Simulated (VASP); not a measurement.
Here is a VASP 6.6.1 calculation.

File INCAR:

```
  PREC = Accurate
  ENCUT = 520
  EDIFF = 1E-6
  ISMEAR = 0
  SIGMA = 0.15
  LREAL = F
  LASPH = T
  NELM = 100
  ALGO = Fast
  ISIF = 2
  LWAVE = F
  LCHARG = F
  GGA = CA
  NBANDS = 38
```

Contents of KPOINTS:

```
regular mesh
0
Gamma
  18 18 6
```

Contents of POSCAR:

```
Rh
1.0
    2.6838000000      0.0000000000      0.0000000000
   -1.3419000000      2.3242389787      0.0000000000
    0.0000000000      0.0000000000      8.2046000000
Rh
4
Direct
    0.0000000000      0.0000000000      0.0000000000
    0.3333333333      0.6666666667      0.2500000000
    0.0000000000      0.0000000000      0.5000000000
    0.6666666667      0.3333333333      0.7500000000
```

Potentials or basis: VASP PAW LDA potentials, release 64 (Rh_pv).

The run is started by

```sh
$ cat potpaw_LDA.64/Rh_pv/POTCAR > POTCAR
$ mpirun -np 1 vasp_std > vasp.out
```

(1) Predict the pressure.

(2) Estimate the band gap on the k mesh.

## Answers

(1) 14.8 GPa.

(2) zero (bands 30 and 31 overlap by 2.07 eV).

Caveat: the stress differs along the axes, from 6 to 33 GPa.
